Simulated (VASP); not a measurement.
# TaSi2 (P6_422) in VASP: a series of runs, part 2 of 2

VASP 6.6.1. Earlier steps stand in the parts before.

## 3. Single point, PBEsol

INCAR reads:

```
SYSTEM = TaSi2
PREC     = Accurate       ! precision mode
ENCUT    = 520            ! plane-wave cutoff, eV
EDIFF    = 1E-6           ! SCF threshold, eV
ISMEAR   = 0              ! smearing method
SIGMA    = 0.1            ! smearing width, eV
LREAL    = .False.        ! projectors in reciprocal space
LASPH    = .True.         ! aspherical terms in the spheres
NELM     = 80             ! most SCF steps
ALGO     = Normal         ! electronic algorithm
ISIF     = 2              ! what is computed and relaxed
LWAVE    = .False.        ! write WAVECAR
LCHARG   = .True.         ! write CHGCAR
GGA      = PS             ! functional
LELF     = .True.         ! ELF
LVHAR    = .True.       
NBANDS   = 38             ! bands
```

KPOINTS reads:

```
Automatic mesh
0
Gamma
  12 12 6
  0 0 0
```

POSCAR reads:

```
TaSi2
1.0
    4.7609902416      0.0000000000      0.0000000000
   -2.3804951208      4.1231384964      0.0000000000
    0.0000000000      0.0000000000      6.5561430355
Ta Si
3 6
Direct
    0.5000000000      0.0000000000      0.0000000000
    0.5000000000      0.5000000000      0.6666666667
    0.0000000000      0.5000000000      0.3333333333
    0.1592827538      0.3185655076      0.0000000000
    0.8407172462      0.1592827538      0.6666666667
    0.6814344924      0.8407172462      0.3333333333
    0.8407172462      0.6814344924      0.0000000000
    0.1592827538      0.8407172462      0.6666666667
    0.3185655076      0.1592827538      0.3333333333
```

Potentials or basis: VASP PAW PBE potentials, release 64 (Ta_pv, Si).

Launch:

```sh
$ cat potpaw_PBE.64/Ta_pv/POTCAR potpaw_PBE.64/Si/POTCAR > POTCAR
$ mpirun -np 1 vasp_std > vasp.out
```

OUTCAR:

```text
SYSTEM = TaSi2
   PREC = Accurate
   ENCUT = 520
   EDIFF = 1E-6
   ISMEAR = 0
   LREAL = .False.
   LASPH = .True.
   NELM = 80
   ISIF = 2
   GGA = PS

 ion  position               nearest neighbor table
   1  0.500  0.000  0.000-   5 2.60   6 2.60   8 2.60   9 2.60   7 2.72   4 2.72   4 2.72   7 2.72
                             4 2.81   7 2.81   2 3.23   2 3.23   3 3.23   3 3.23
   2  0.500  0.500  0.667-   4 2.60   7 2.60   6 2.60   9 2.60   8 2.72   5 2.72   8 2.72   5 2.72
                             8 2.81   5 2.81   1 3.23   1 3.23   3 3.23   3 3.23
   3  0.000  0.500  0.333-   4 2.60   7 2.60   5 2.60   8 2.60   6 2.72   9 2.72   9 2.72   6 2.72
                             6 2.81   9 2.81   1 3.23   1 3.23   2 3.23   2 3.23
   4  0.159  0.319  0.000-   5 2.55   9 2.55   2 2.60   3 2.60   7 2.63   1 2.72   1 2.72   1 2.81
                             7 2.81   7 2.81
   5  0.841  0.159  0.667-   4 2.55   6 2.55   1 2.60   3 2.60   8 2.63   2 2.72   2 2.72   2 2.81
                             8 2.81   8 2.81
   6  0.681  0.841  0.333-   7 2.55   5 2.55   1 2.60   2 2.60   9 2.63   3 2.72   3 2.72   3 2.81
                             9 2.81   9 2.81
   7  0.841  0.681  0.000-   6 2.55   8 2.55   2 2.60   3 2.60   4 2.63   1 2.72   1 2.72   1 2.81
                             4 2.81   4 2.81
   8  0.159  0.841  0.667-   7 2.55   9 2.55   1 2.60   3 2.60   5 2.63   2 2.72   2 2.72   2 2.81
                             5 2.81   5 2.81
   9  0.319  0.159  0.333-   4 2.55   8 2.55   1 2.60   2 2.60   6 2.63   3 2.72   3 2.72   3 2.81
                             6 2.81   6 2.81

  LATTYP: Found a hexagonal cell.
 ALAT       =     4.7609902416
 C/A-ratio  =     1.3770544998

  Lattice vectors:

 A1 = (   4.7609902416,   0.0000000000,   0.0000000000)
 A2 = (  -2.3804951208,   4.1231384964,   0.0000000000)
 A3 = (   0.0000000000,   0.0000000000,   6.5561430355)

Analysis of symmetry for initial positions (statically):
=====================================================================
 Subroutine PRICEL returns:
 Original cell was already a primitive cell.

 Routine SETGRP: Setting up the symmetry group for a
 hexagonal supercell.

 Subroutine GETGRP returns: Found 12 space group operations
[... 164 lines left out ...]
 non-spin polarized calculation
 Gauss-broadening in eV      SIGMA  =   0.10
  energy-cutoff  :      520.00
  volume of cell :      128.70
 maximum number of plane-waves:      3501
 NGX is ok and might be reduce to    36
   NGX = 17   NGY = 17   NGZ = 25

 number of electron      57.0000000 magnetization

 Free energy of the ion-electron system (eV)
  ---------------------------------------------------
  ext. energy  EPLUGINS =         0.00000000
  ---------------------------------------------------
  free energy    TOTEN  =       -77.35389196 eV

  energy without entropy =      -77.33619525  energy(sigma->0) =      -77.34504361

 E-fermi :   9.3990     XC(G=0): -12.2043

 val. band max:        9.3822604766   @ k =   0.1667   0.0000   0.3333
 cond. band min:       9.4013642414   @ k =   0.3333   0.0833   0.5000
 fundamental gap:      0.0191037647
 Fermi energy:         9.3990369309

 k-point     1 :       0.0000    0.0000    0.0000
  band No.  band energies     occupation
      1     -24.8956      2.00000
      2     -24.8956      2.00000
      3     -24.8917      2.00000
      4     -24.8192      2.00000
      5     -24.8192      2.00000
      6     -24.7246      2.00000
[... 973 lines left out ...]
     37      13.4926      0.00000
     38      13.7325      0.00000

 [... further k-points ...]

------------------------ aborting loop because EDIFF is reached ----------------------------------------

  FORCE on cell =-STRESS in cart. coord.  units (eV):
  Direction    XX          YY          ZZ          XY          YZ          ZX
  --------------------------------------------------------------------------------------
  -------------------------------------------------------------------------------------
  Total        0.2216998      0.2216998      0.2894796      0.0000000      0.0000000      0.0000000
  in kB        2.7599570      2.7599570      3.6037521      0.0000000      0.0000000      0.0000000
  external PRESSURE =       3.0412220 kB  Pullay stress =       0.0000000 kB

 VOLUME and BASIS-vectors are now :
 -----------------------------------------------------------------------------
  energy-cutoff  :      520.00
  volume of cell :      128.70
      direct lattice vectors                 reciprocal lattice vectors
     4.760990242  0.000000000  0.000000000     0.210040338  0.121266846  0.000000000
    -2.380495121  4.123138496  0.000000000     0.000000000  0.242533691  0.000000000
     0.000000000  0.000000000  6.556143035     0.000000000  0.000000000  0.152528704

 POSITION                                       TOTAL-FORCE (eV/Angst)
 -----------------------------------------------------------------------------------
      2.38050      0.00000      0.00000        -0.000000     -0.000000     -0.000000
      1.19025      2.06157      4.37076        -0.000000     -0.000000     -0.000000
     -1.19025      2.06157      2.18538        -0.000000     -0.000000      0.000000
      0.00000      1.31349      0.00000        -0.000000     -0.004456     -0.000000
      3.62347      0.65674      4.37076         0.003859     -0.002228      0.000000
      1.24298      3.46639      2.18538         0.003859      0.002228     -0.000000
      2.38050      2.80965      0.00000        -0.000000      0.004456     -0.000000
     -1.24298      3.46639      4.37076        -0.003859      0.002228      0.000000
      1.13752      0.65674      2.18538        -0.003859     -0.002228     -0.000000
 -----------------------------------------------------------------------------------
    total drift:                                0.000000      0.000000      0.000000

  FREE ENERGIE OF THE ION-ELECTRON SYSTEM (eV)
  ---------------------------------------------------
  free  energy   TOTEN  =       -77.3538919607 eV

  energy  without entropy=      -77.3361952534  energy(sigma->0) =      -77.34504361
```

stdout:

```text
POSCAR found type information on POSCAR TaSi
 POSCAR found :  2 types and       9 ions
 scaLAPACK will be used
 -----------------------------------------------------------------------------
|                                                                             |
|                                                                             |
|     You enforced a specific xc type in the INCAR file but a different       |
|     I HOPE YOU KNOW WHAT YOU ARE DOING!                                     |
|                                                                             |
 -----------------------------------------------------------------------------

 LDA part: xc-table for (Slater+PW92), standard interpolation
 POSCAR, INCAR and KPOINTS ok, starting setup
 FFT: planning ... GRIDC
 FFT: planning ... GRID_SOFT
 FFT: planning ... GRID
 WAVECAR not read
 entering main loop
```

It took 8.6 min on 1 thread of Intel Xeon 8259CL, shared host; peak memory 0.44 GiB.

Results:

| Quantity | Value |
| --- | --- |
| Free energy | -77.3539 eV |
| Pressure | 0.3 GPa |
| Largest force | 0.004 eV/Å |
| Band gap on the k mesh | zero (an odd number of electrons rules out a gap without spin polarisation) |

Forces on the atoms (eV/Å):
```
Ta   0.000  0.000  0.000
Ta   0.000  0.000  0.000
Ta   0.000  0.000  0.000
Si   0.000 -0.004  0.000
Si   0.004 -0.002  0.000
Si   0.004  0.002  0.000
Si   0.000  0.004  0.000
Si  -0.004  0.002  0.000
Si  -0.004 -0.002  0.000
```

Caveat: the PAW data sets were made with another functional, which shifts forces and pressure a little; spin-orbit coupling is left out, which moves the levels of the heavy elements.
